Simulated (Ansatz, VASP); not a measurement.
CdH: VASP beside Ansatz

Contents of INCAR:

```
SYSTEM = CdH
ALGO = Normal
EDIFF = 1E-6
EDIFFG = -0.01
ENCUT = 600
GGA = PE
IBRION = 2
ISIF = 3
ISMEAR = 0
LASPH = .True.
LCHARG = .False.
LREAL = .False.
LWAVE = .False.
NELM = 60
NSW = 100
PREC = Accurate
SIGMA = 0.1
```

The input KPOINTS:

```
k-points
0
Gamma
  18 18 18
  0 0 0
```

The input POSCAR:

```
CdH
1.0
    3.0368359533      0.0000000000      0.0000000000
    0.0000000000      3.0368359533      0.0000000000
    0.0000000000      0.0000000000      3.0368359533
Cd H
1 1
Direct
    0.5000000000      0.5000000000      0.5000000000
    0.0000000000      0.0000000000      0.0000000000
```

Input for Ansatz:

```yaml
crystal:
  lattice:
    - [3.0368359533, 0.0, 0.0]
    - [0.0, 3.0368359533, 0.0]
    - [0.0, 0.0, 3.0368359533]
  atoms:
    - { symbol: Cd, position: [0.5, 0.5, 0.5] }
    - { symbol: H, position: [0.0, 0.0, 0.0] }
basis:
  ecutwfc: 420
kpoints:
  mp_grid: { grid: [18, 18, 18] }
hamiltonian:
  xc: pbe
scf:
  occupations: { method: gaussian, width: 0.1 }
output:
  forces: true
  stress: true
  eigenvalues: true
relax:
  adjacent_minimum: "off"
  f_tol: 0.01
  max_steps: 80
  cell: { stress_tol: 0.05 }
```

Alike in both runs: task relaxation of cell and atoms; functional PBE; k mesh 18 × 18 × 18; occupations gaussian, width 0.1 eV; no spin polarisation.

|  | VASP | Ansatz |
| --- | --- | --- |
| version | VASP 6.6.1 | Ansatz 0.2.0 |
| potentials or method | VASP PAW PBE potentials, release 64 (Cd, H), cutoff 600 eV | scalar-relativistic, plane waves, PAW |
| valence electrons in the cell | 13 | 21 |

Ansatz gave:

```
gap on the k mesh at the Fermi level, each at its own relaxed structure (eV) : none
relaxed volume (Å³/atom)                                                     : 13.90
relaxed cell length with the largest relative difference (Å)                 : 3.029
```

Problem. What did VASP give for the same quantities?

Solution. gap on the k mesh at the Fermi level, each at its own relaxed structure (eV): none; relaxed volume (Å³/atom): 13.97; relaxed cell length with the largest relative difference (Å): 3.034.

A gap of «none» marks a metal or a gap that the smearing closes. VASP's potentials hold 13 valence electrons a cell and Ansatz's 21, so a difference there can come from the potentials and not from the codes.
